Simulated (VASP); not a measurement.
**Ba2SeO: single point with r2SCAN**

The system is Ba2SeO.

```xyz
4
Lattice="2.1772 1.2570 7.2426 -2.1772 1.2570 7.2426 0.0000 -2.5140 7.2426" Properties=species:S:1:pos:R:3 pbc="T T T"
O     2.1772    1.2570    7.2426
Se    0.0000    0.0000   10.8639
Ba    0.0000    0.0000    5.7303
Ba    0.0000    0.0000   15.9975
```

| Quantity | Value |
| --- | --- |
| Program | VASP 6.6.1 |
| Task | single point |
| Functional | r2SCAN |
| Potentials or basis | VASP PAW PBE potentials, release 64 (O, Se, Ba_sv) |
| Cutoff | 520 eV |
| k mesh | 6 × 6 × 6 |
| Occupations | gaussian, width 0.01 eV |
| Spin | no spin polarisation |

- Pressure: -2.0 GPa
- Largest force: 0.160 eV/Å
- Band gap on the k mesh: 2.06 eV (least direct gap 2.34 eV)

Forces in eV/Å, atoms in the order of the input:
```
O    0.000  0.000  0.000
Se   0.000  0.000  0.000
Ba   0.000  0.000 -0.160
Ba   0.000  0.000  0.160
```

Stress tensor (GPa, compression positive):
```
-1.93  0.00  0.00
 0.00 -1.93  0.00
 0.00  0.00 -2.04
```

Levels at points of the mesh, in eV from the valence-band top:
| k point | band 12 | band 13 | band 14 | band 15 | band 16 | band 17 | band 18 | band 19 | band 20 | band 21 |
| --- | --- | --- | --- | --- | --- | --- | --- | --- | --- | --- |
| (0.00, 0.00, 0.00) | -1.51 | -1.51 | -0.48 | 0.00 | 0.00 | 3.07 | 4.03 | 4.03 | 4.24 | 4.51 |
| (0.50, 0.00, 0.00) | -1.39 | -1.20 | -1.16 | -0.97 | -0.49 | 3.05 | 3.50 | 4.96 | 5.74 | 6.29 |
| (0.50, 0.50, 0.00) | -1.43 | -1.39 | -0.78 | -0.57 | -0.28 | 2.06 | 4.88 | 5.32 | 5.98 | 6.16 |
| (0.50, 0.50, 0.50) | -1.47 | -1.38 | -1.38 | -0.24 | -0.24 | 3.23 | 4.56 | 4.56 | 4.91 | 5.21 |

Wall time 20 min on 1 thread of Intel(R) Xeon(R) Platinum 8259CL CPU @ 2.50GHz (Skylake/Cascade Lake) (shared host), peak memory 0.6 GiB.

Caveat: the PAW data sets were made with another functional, which shifts forces and pressure a little; spin-orbit coupling is left out, which moves the levels of the heavy elements. A k mesh can miss the band edges.
